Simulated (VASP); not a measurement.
Input of a VASP 6.6.1 run:

Contents of INCAR:

```
SYSTEM = In
ALGO = Normal
EDIFF = 1E-6
EDIFFG = -0.01
ENCUT = 600
GGA = PE
IBRION = 2
ISIF = 3
ISMEAR = -1
LASPH = .True.
LCHARG = .False.
LREAL = .False.
LWAVE = .False.
NELM = 60
NSW = 80
PREC = Accurate
SIGMA = 0.1
```

Contents of KPOINTS:

```
k-points
0
Gamma
  11 11 6
  0 0 0
```

POSCAR

```
In
1.0
    3.3313943041      0.0000000000      0.0000000000
   -1.6656971520      2.8850720974      0.0000000000
    0.0000000000      0.0000000000      5.4401668986
In
2
Direct
    0.3333333333      0.6666666667      0.2500000000
    0.6666666667      0.3333333333      0.7500000000
```

Potentials or basis: VASP PAW PBE potentials, release 64 (In_d).

The run is started by

```console
$ cat potpaw_PBE.64/In_d/POTCAR > POTCAR
$ mpirun -np 1 vasp_std > vasp.out
```

**Question.** Predict the relaxed cell.

**Answer.** a = 3.402 Å, b = 3.402 Å, c = 5.523 Å, α = 90.00°, β = 90.00°, γ = 120.00°.

**Question.** Estimate the band gap on the k mesh.

**Answer.** Zero (band 13 reaches 10.38 eV, above the bottom of band 14 at 4.54 eV).

The path:
```
step  energy change (eV)  largest force (eV/Å)  pressure (GPa)  volume (Å³)
   1              0.0000                0.0000            2.23        52.29
   2             -0.0201                0.0000            0.14        55.09
   3             -0.0202                0.0000            0.03        55.32
   4             -0.0202                0.0000           -0.04        55.38
   5             -0.0203                0.0000           -0.04        55.38
   6             -0.0203                0.0000           -0.04        55.38
```

Caveat: spin-orbit coupling is left out, which moves the levels of the heavy elements.
